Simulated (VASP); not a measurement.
A run of VASP 6.6.1 is set up as follows.

INCAR

```
PREC     = Accurate       # precision mode
ENCUT    = 600            # plane-wave cutoff, eV
EDIFF    = 1E-7           # SCF threshold, eV
ISMEAR   = -1             # smearing method
SIGMA    = 0.02           # smearing width, eV
LREAL    = False          # projectors in reciprocal space
LASPH    = True           # aspherical terms in the spheres
NELM     = 100            # most SCF steps
ALGO     = Normal         # electronic algorithm
ISIF     = 3              # what is computed and relaxed
LWAVE    = False          # write WAVECAR
LCHARG   = False          # write CHGCAR
GGA      = PE             # functional
IBRION   = 2              # ionic algorithm
NSW      = 80             # ionic steps
EDIFFG   = -0.005         # ionic threshold
```

File KPOINTS:

```
regular mesh
0
Gamma
  6 6 6
```

File POSCAR:

```
In3GaAs4
1.0
   -2.9152435817      2.9152435817      5.8304871635
    2.9152435817     -2.9152435817      5.8304871635
    2.9152435817      2.9152435817     -5.8304871635
Ga As In
1 4 3
Direct
    0.0000000000      0.0000000000      0.0000000000
    0.3750000000      0.3750000000      0.5000000000
    0.1250000000      0.6250000000      0.0000000000
    0.8750000000      0.8750000000      0.5000000000
    0.6250000000      0.1250000000      0.0000000000
    0.7500000000      0.2500000000      0.5000000000
    0.5000000000      0.5000000000      0.0000000000
    0.2500000000      0.7500000000      0.5000000000
```

Potentials or basis: VASP PAW PBE potentials, release 64 (Ga_d, As, In_d).

Run with:

```console
$ cat potpaw_PBE.64/Ga_d/POTCAR potpaw_PBE.64/As/POTCAR potpaw_PBE.64/In_d/POTCAR > POTCAR
$ mpirun -np 1 vasp_std > vasp.out
```

Question: Predict the relaxed volume.

Answer: 28.06 Å³/atom.

Question: Estimate the space group after relaxing (to 0.1 Å).

Answer: I-42m (No. 121).

Question: What does it give for the band gap on the k mesh?

Answer: Zero (filled and empty bands touch).

Forces in eV/Å, atoms in the order of the input:
```
Ga   0.000  0.000  0.000
As   0.001  0.001  0.002
As  -0.001  0.001 -0.002
As  -0.001 -0.001  0.002
As   0.001 -0.001 -0.002
In   0.000  0.000  0.000
In   0.000  0.000  0.000
In   0.000  0.000  0.000
```

Caveat: semilocal functionals underestimate gaps, and a narrow one can read as zero; spin-orbit coupling is left out, which moves the levels of the heavy elements.
